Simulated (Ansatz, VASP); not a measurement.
## GaAs in VASP and in Ansatz

Contents of INCAR:

```
PREC = Accurate
ENCUT = 500
EDIFF = 1E-6
ISMEAR = 0
SIGMA = 0.03
LREAL = F
LASPH = T
NELM = 120
ALGO = Normal
ISIF = 2
LWAVE = F
LCHARG = F
GGA = PE
NBANDS = 16
GGA_COMPAT = F
```

The input KPOINTS:

```
regular mesh
0
Gamma
  10 10 10
```

The input POSCAR:

```
GaAs
1.0
    0.0000000000      2.8008749607      2.8726922674
    2.8008749607      0.0000000000      2.8726922674
    2.8008749607      2.8008749607      0.0000000000
Ga As
1 1
Direct
    0.0000000000      0.0000000000      0.0000000000
    0.7500000000      0.7500000000      0.7500000000
```

Input for Ansatz:

```yaml
crystal:
  lattice:
    - [0.0, 2.8008749607, 2.8726922674]
    - [2.8008749607, 0.0, 2.8726922674]
    - [2.8008749607, 2.8008749607, 0.0]
  atoms:
    - { symbol: Ga, position: [0.0, 0.0, 0.0] }
    - { symbol: As, position: [0.75, 0.75, 0.75] }
basis:
  ecutwfc: 420
kpoints:
  mp_grid: { grid: [10, 10, 10] }
hamiltonian:
  xc: pbe
scf:
  occupations: { method: gaussian, width: 0.03 }
output:
  forces: true
  stress: true
  eigenvalues: true
```

Change from the starting cell: strain -0.025 along x and y, +0.000 along z, atoms carried along.

Alike in both runs: task single point; functional PBE; k mesh 10 × 10 × 10; occupations gaussian, width 0.03 eV; no spin polarisation.

|  | VASP | Ansatz |
| --- | --- | --- |
| version | VASP 6.6.1 | Ansatz 0.2.0 |
| potentials or method | VASP PAW PBE potentials, release 64 (Ga_d, As), cutoff 500 eV | scalar-relativistic, plane waves, PAW |
| valence electrons in the cell | 18 | 28 |

```tsv
	VASP	Ansatz	Ansatz less VASP
gap on the k mesh at the Fermi level (eV)	0.48	0.48	-0.005
least direct gap on the mesh (eV)	0.48	0.48	-0.005
pressure (GPa)	3.6	3.5	-0.17
traceless stress, the component that is largest in VASP (GPa)	-1.04	-1.04	-0.004
```

VASP's potentials hold 18 valence electrons a cell and Ansatz's 28, so a difference there can come from the potentials and not from the codes.
